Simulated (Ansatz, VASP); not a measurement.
Fe: VASP beside Ansatz

```
Fe
1.0
     0.00000    1.83443    1.83443
     1.83443    0.00000    1.83443
     1.83443    1.83443    0.00000
Fe
1
Direct
  0.00000 0.00000 0.00000
```

Alike in both runs: task relaxation of cell and atoms; functional PBE; k mesh 20 × 20 × 20; occupations gaussian, width 0.1 eV; collinear spin.

```csv
,VASP,Ansatz
version,VASP 6.6.1,Ansatz 0.2.0
potentials or method,"VASP PAW PBE potentials, release 64 (Fe), cutoff 600 eV","scalar-relativistic, plane waves, PAW"
valence electrons in the cell,8,16
```

|  | VASP | Ansatz | Ansatz less VASP |
| --- | --- | --- | --- |
| gap on the k mesh at the Fermi level, each at its own relaxed structure (eV) | none | none | - |
| net moment per atom (μB) | 2.60 | 2.60 | +0.002 |
| size of the moment on the site where the two differ most (μB) | 2.60 | 2.65 | +0.048 |
| relaxed volume (Å³/atom) | 12.04 | 12.06 | +0.018 |
| relaxed cell length with the largest relative difference (Å) | 2.573 | 2.574 | +0.0013 |

Site moments also hang on the region over which each program counts them. A gap of «none» marks a metal or a gap that the smearing closes. VASP's potentials hold 8 valence electrons a cell and Ansatz's 16, so a difference there can come from the potentials and not from the codes.
